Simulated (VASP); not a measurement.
# Mg: single point with RPBE

Crystal: Mg.

```xyz
2
Lattice="3.1865 0.0000 0.0000 -1.5932 2.7596 0.0000 0.0000 0.0000 5.1736" Properties=species:S:1:pos:R:3 pbc="T T T"
Mg    0.0000    1.8397    1.2934
Mg    1.5932    0.9199    3.8802
```

```
Program             : VASP 6.6.1
Task                : single point
Functional          : RPBE
Potentials or basis : VASP PAW PBE potentials, release 64 (Mg)
Cutoff              : 520 eV
k mesh              : 18 × 18 × 10
Occupations         : fermi-dirac, width 0.1 eV
Spin                : no spin polarisation
```

```
Pressure               : 1.4 GPa
Band gap on the k mesh : zero (bands 2 and 3 overlap by 2.18 eV)
```

Stress tensor (GPa, compression positive):
```
1.40 0.00 0.00
0.00 1.40 0.00
0.00 0.00 1.29
```

Levels at points of the mesh, in eV from the Fermi level:
```
           k point  band 1  band 2  band 3  band 4  band 5  band 6
(0.00, 0.00, 0.00)   -6.97   -1.72   -1.21   11.01   11.01   11.18
(0.50, 0.00, 0.00)   -2.17   -2.12    2.67    3.00    3.34    3.74
(0.00, 0.00, 0.50)   -5.57   -5.57    5.07    5.07   11.76   11.76
(0.50, 0.00, 0.50)   -1.13   -1.13   -0.42   -0.42    8.05    8.05
```

Wall time 49 s on 1 thread of Intel Xeon 8259CL, on a shared host, peak memory 0.22 GiB.

Caveat: the PAW data sets were made with another functional, which shifts forces and pressure a little.
